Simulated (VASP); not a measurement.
# TiW3 in VASP: further runs, part 2 of 2

VASP 6.6.1.

## (3) Single point, PBE

File INCAR:

```
SYSTEM = TiW3
  PREC = Accurate
  ENCUT = 520
  EDIFF = 1E-7
  ISMEAR = 0
  SIGMA = 0.2
  LREAL = .False.
  LASPH = .True.
  NELM = 60
  ALGO = Fast
  ISIF = 2
  LWAVE = .False.
  LCHARG = .True.
  GGA = PE
  LELF = .True.
  LVHAR = .True.
  NBANDS = 64
```

File KPOINTS:

```
Automatic mesh
0
Gamma
  4 4 4
  0 0 0
```

File POSCAR:

```
TiW3
1.0
    5.0710198045     -0.0001334122      0.0001559448
   -0.0001369274      5.0711002294      0.0004940923
    0.0001603146      0.0005004899      5.0710950828
Ti W
2 6
Direct
    0.4999974517      0.5000033723      0.4999943119
    0.0000057551      0.0000005473      0.0000068421
    0.4999985862      0.2500017825     -0.0000049599
    0.5000013675      0.7499995907     -0.0000010676
    0.2500002044      0.0000067494      0.5000040019
    0.7499996903     -0.0000033910      0.5000039764
   -0.0000009202      0.4999980907      0.2499984034
   -0.0000021350      0.4999932581      0.7499984917
```

Potentials or basis: VASP PAW PBE potentials, release 64 (Ti_sv, W_sv).

On the command line:

```console
$ cat potpaw_PBE.64/Ti_sv/POTCAR potpaw_PBE.64/W_sv/POTCAR > POTCAR
$ mpirun -np 1 vasp_std > vasp.out
```

OUTCAR:

```text
SYSTEM = TiW3
   PREC = Accurate
   ENCUT = 520
   EDIFF = 1E-7
   ISMEAR = 0
   LREAL = .False.
   LASPH = .True.
   NELM = 60
   ISIF = 2
   GGA = PE

 ion  position               nearest neighbor table
   1  0.500  0.500  0.500-   4 2.83   3 2.83   7 2.83   8 2.83   6 2.83   5 2.83   7 2.83   8 2.83
                             5 2.83   6 2.83   3 2.84   4 2.84
   2  0.000  0.000  0.000-   8 2.83   7 2.83   3 2.83   5 2.83   6 2.83   4 2.83   4 2.83   5 2.83
                             3 2.83   6 2.83   7 2.84   8 2.84
   3  0.500  0.250  1.000-   4 2.54   4 2.54   1 2.83   2 2.83   2 2.83   1 2.84   8 3.11   5 3.11
                             6 3.11   8 3.11   7 3.11   7 3.11   6 3.11   5 3.11
   4  0.500  0.750  1.000-   3 2.54   3 2.54   1 2.83   2 2.83   2 2.83   1 2.84   6 3.11   7 3.11
                             5 3.11   7 3.11   8 3.11   8 3.11   5 3.11   6 3.11
   5  0.250  0.000  0.500-   6 2.54   6 2.54   1 2.83   2 2.83   2 2.83   1 2.83   3 3.11   8 3.11
                             7 3.11   4 3.11   8 3.11   3 3.11   4 3.11   7 3.11
   6  0.750  1.000  0.500-   5 2.54   5 2.54   1 2.83   2 2.83   2 2.83   1 2.83   4 3.11   7 3.11
                             8 3.11   3 3.11   3 3.11   8 3.11   7 3.11   4 3.11
   7  1.000  0.500  0.250-   8 2.54   8 2.54   2 2.83   1 2.83   1 2.83   2 2.84   6 3.11   4 3.11
                             5 3.11   4 3.11   3 3.11   3 3.11   5 3.11   6 3.11
   8  1.000  0.500  0.750-   7 2.54   7 2.54   2 2.83   1 2.83   1 2.83   2 2.84   3 3.11   5 3.11
                             6 3.11   3 3.11   4 3.11   4 3.11   6 3.11   5 3.11

  LATTYP: Found a base centered monoclinic cell.
 ALAT       =     7.1709118117
 B/A-ratio  =     1.0001961460
 C/A-ratio  =     0.7071652730
 COS(beta)  =    -0.0000817992

  Lattice vectors:

 A1 = (  -0.0001603146,  -0.0005004899,  -5.0710950828)
 A2 = (  -0.0001369274,   5.0711002294,   0.0004940923)
 A3 = (   5.0710198045,  -0.0001334122,   0.0001559448)

Analysis of symmetry for initial positions (statically):
=====================================================================
 Subroutine PRICEL returns:
 Original cell was already a primitive cell.

 Routine SETGRP: Setting up the symmetry group for a
 base centered monoclinic supercell.

 Subroutine GETGRP returns: Found  1 space group operations
 (whereof  1 operations were pure point group operations)
 out of a pool of  4 trial point group operations.

The static configuration has the point symmetry C_1 .

Analysis of symmetry for dynamics (positions and initial velocities):
=====================================================================
 Subroutine PRICEL returns:
 Original cell was already a primitive cell.

 Routine SETGRP: Setting up the symmetry group for a
 base centered monoclinic supercell.

 Subroutine GETGRP returns: Found  1 space group operations
 (whereof  1 operations were pure point group operations)
 out of a pool of  4 trial point group operations.

The dynamic configuration has the point symmetry C_1 .

 Subroutine INISYM returns: Found  1 space group operations
 (whereof  1 operations are pure point group operations),
 and found     1 'primitive' translations

----------------------------------------------------------------------------------------

                                     Primitive cell

  volume of cell :     130.4065

  direct lattice vectors                    reciprocal lattice vectors
     5.071019804 -0.000133412  0.000155945     0.197198994  0.000005325 -0.000006235
[... 77 lines left out ...]
  0.000000  0.250000  0.500000      2.000000
  0.250000  0.500000  0.250000      2.000000
 [... further k-points ...]
   k-points           NKPTS =     36   k-points in BZ     NKDIM =     36   number of bands    NBANDS=     64
   number of dos      NEDOS =    301   number of ions     NIONS =      8
   total plane-waves  NPLWV =  64000
   dimension x,y,z NGX =    40 NGY =   40 NGZ =   40
   dimension x,y,z NGXF=    80 NGYF=   80 NGZF=   80
   ions per type =               2   6
   NGX,Y,Z   is equivalent  to a cutoff of  13.11, 13.11, 13.11 a.u.
   NGXF,Y,Z  is equivalent  to a cutoff of  26.23, 26.23, 26.23 a.u.
 SYSTEM =  TiW3
   PREC   = accura    normal or accurate (medium, high low for compatibility)
   ISTART =      0    job   : 0-new  1-cont  2-samecut
   ICHARG =      2    charge: 1-file 2-atom 10-const
   ISPIN  =      1    spin polarized calculation?
   LNONCOLLINEAR =      F non collinear calculations
   LSORBIT =      F    spin-orbit coupling
   LASPH  =      T    aspherical Exc in radial PAW
   ENCUT  =  520.0 eV  38.22 Ry    6.18 a.u.   9.43  9.43  9.43*2*pi/ulx,y,z
   NELM   =     60;   NELMIN=  2; NELMDL= -5     # of ELM steps
   EDIFF  = 0.1E-06   stopping-criterion for ELM
   LREAL  =      F    real-space projection
   EDIFFG = 0.1E-05   stopping-criterion for IOM
   NSW    =      0    number of steps for IOM
   IBRION =     -1    ionic relax: 0-MD 1-quasi-New 2-CG
   NFREE  =      0    steps in history (QN), initial steepest desc. (CG)
   ISIF   =      2    stress and relaxation
   ISYM   =      2    0-nonsym 1-usesym 2-fastsym
   POTIM  = 0.5000    time-step for ionic-motion
   TEBEG  =    0.0;   TEEND  =   0.0 temperature during run
   PSTRESS=    0.0 pullay stress
   NELECT =     108.0000    total number of electrons
   NUPDOWN=      -1.0000    fix difference up-down
   EMIN   =  10.00;   EMAX   =-10.00  energy-range for DOS
   EFERMI =   0.00;   METHOD = LEGACY
   ISMEAR =     0;   SIGMA  =   0.20  broadening in eV -4-tet -1-fermi 0-gaus
   EFERMI_NEDOS =   21; number of points for ismear=-14 and -15
   IALGO  =     68    algorithm
   IMIX   =      4    mixing-type and parameters
     AMIX     =   0.40;   BMIX     =  1.00
     AMIX_MAG =   1.60;   BMIX_MAG =  1.00
  volume/ion in A,a.u.               =      16.30       110.00
  Fermi-wavevector in a.u.,A,eV,Ry     =   1.537386  2.905239 32.158139  2.363557
  Thomas-Fermi vector in A             =   2.643902
   LORBIT       =      0    0 simple, 1 ext, 2 COOP (PROOUT), +10 PAW based schemes
   GGA     = PE    functional components
   LHFCALC =     F    Hartree Fock is set to
   AEXX    =    0.0000 exact exchange contribution
   IVDW    =     0    specifies the selected vdW correction
   LEPSILON=     F    determine dielectric tensor
   LRPA    =     F    only Hartree local field effects (RPA)
 non-spin polarized calculation
 RMM-DIIS sequential band-by-band and
 Gauss-broadening in eV      SIGMA  =   0.20
  energy-cutoff  :      520.00
  volume of cell :      130.41
 maximum number of plane-waves:      3544
 NGX is ok and might be reduce to    40
   NGX = 19   NGY = 19   NGZ = 19

 number of electron     107.9999998 magnetization

 Free energy of the ion-electron system (eV)
  ---------------------------------------------------
  ext. energy  EPLUGINS =         0.00000000
  ---------------------------------------------------
  free energy    TOTEN  =       -92.85170544 eV

  energy without entropy =      -92.69807957  energy(sigma->0) =      -92.77489251

 E-fermi :  10.1140     XC(G=0): -13.0695

 val. band max:       10.1048332289   @ k =   0.0000   0.2500   0.2500
 cond. band min:      10.1571240248   @ k =  -0.0000   0.2500  -0.0000
 fundamental gap:      0.0522907959
 Fermi energy:        10.1139529430

 k-point     1 :       0.0000    0.0000    0.0000
  band No.  band energies     occupation
      1     -63.6519      2.00000
      2     -63.6182      2.00000
      3     -63.6182      2.00000
      4     -63.4807      2.00000
      5     -63.4807      2.00000
      6     -63.4807      2.00000
[... 1597 lines left out ...]
     63      12.5980      0.00000
     64      12.5990      0.00000

 [... further k-points ...]
[... 5 lines left out ...]
  --------------------------------------------------------------------------------------
  -------------------------------------------------------------------------------------
  Total        0.2385256      0.2335644      0.2338045      0.0027678     -0.0105449     -0.0033021
  in kB        2.9305306      2.8695779      2.8725269      0.0340047     -0.1295551     -0.0405695
  external PRESSURE =       2.8908785 kB  Pullay stress =       0.0000000 kB

 VOLUME and BASIS-vectors are now :
 -----------------------------------------------------------------------------
  energy-cutoff  :      520.00
  volume of cell :      130.41
      direct lattice vectors                 reciprocal lattice vectors
     5.071019804 -0.000133412  0.000155945     0.197198994  0.000005325 -0.000006235
    -0.000136927  5.071100229  0.000494092     0.000005189  0.197195868 -0.000019462
     0.000160315  0.000500490  5.071095083    -0.000006065 -0.000019214  0.197196068

 POSITION                                       TOTAL-FORCE (eV/Angst)
 -----------------------------------------------------------------------------------
      2.53551      2.53575      2.53584         0.000094     -0.000088      0.000177
      0.00003      0.00000      0.00003        -0.000362     -0.000243     -0.000234
      2.53563      1.26822      5.07127         0.000199     -0.000222      0.000186
      2.53557      3.80376      5.07154         0.000101      0.000165     -0.000180
      1.26784      0.00025      2.53561        -0.000066     -0.000235     -0.000045
      3.80321      5.07123      2.53618         0.000067      0.000237      0.000008
      5.07099      2.53553      1.26817        -0.000034     -0.000020      0.000072
      5.07106      2.53576      3.80372         0.000000      0.000406      0.000017
 -----------------------------------------------------------------------------------
    total drift:                                0.000030     -0.000002     -0.000048

  FREE ENERGIE OF THE ION-ELECTRON SYSTEM (eV)
  ---------------------------------------------------
  free  energy   TOTEN  =       -92.8517054384 eV

  energy  without entropy=      -92.6980795723  energy(sigma->0) =      -92.77489251
```

Run time: 19 min. Hardware: 1 thread of Intel Xeon Platinum 8259CL at 2.50GHz (Skylake/Cascade Lake), shared host; peak memory 0.39 GiB.

Results:

| Item | Value |
| --- | --- |
| Free energy | -92.8517 eV |
| Pressure | 0.3 GPa |
| Band gap on the k mesh | zero (bands 54 and 55 overlap by 0.89 eV) |

Caveat: spin-orbit coupling is left out, which moves the levels of the heavy elements.
